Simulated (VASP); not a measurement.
A run of VASP 6.6.1 is set up as follows.

The input INCAR:

```
PREC     = Accurate       # precision mode
ENCUT    = 520            # plane-wave cutoff, eV
EDIFF    = 1E-6           # SCF threshold, eV
ISMEAR   = 0              # smearing method
SIGMA    = 0.15           # smearing width, eV
LREAL    = False          # projectors in reciprocal space
LASPH    = True           # aspherical terms in the spheres
NELM     = 60             # most SCF steps
ALGO     = Normal         # electronic algorithm
ISIF     = 2              # what is computed and relaxed
LWAVE    = False          # write WAVECAR
LCHARG   = False          # write CHGCAR
GGA      = PS             # functional
NBANDS   = 21             # bands
```

File KPOINTS:

```
Automatic mesh
0
Gamma
  14 14 14
```

File POSCAR:

```
Ge
1.0
    0.0000000000      2.9702085000      2.9702085000
    2.9702085000      0.0000000000      2.9702085000
    2.9702085000      2.9702085000      0.0000000000
Ge
2
Direct
    0.5000000000      0.5000000000      0.5000000000
    0.7500000000      0.7500000000      0.7500000000
```

Potentials or basis: VASP PAW PBE potentials, release 64 (Ge_d).

The run is started by

```console
$ cat potpaw_PBE.64/Ge_d/POTCAR > POTCAR
$ mpirun -np 1 vasp_std > vasp.out
```

Question: Estimate the pressure.

Answer: -6.7 GPa.

Question: What does it give for the band gap on the k mesh?

Answer: Zero (band 14 reaches 3.54 eV, above the bottom of band 15 at 3.27 eV).

Caveat: the cell differs from its parent crystal (strain +0.050 along x and y, +0.050 along z); the PAW data sets were made with another functional, which shifts forces and pressure a little.
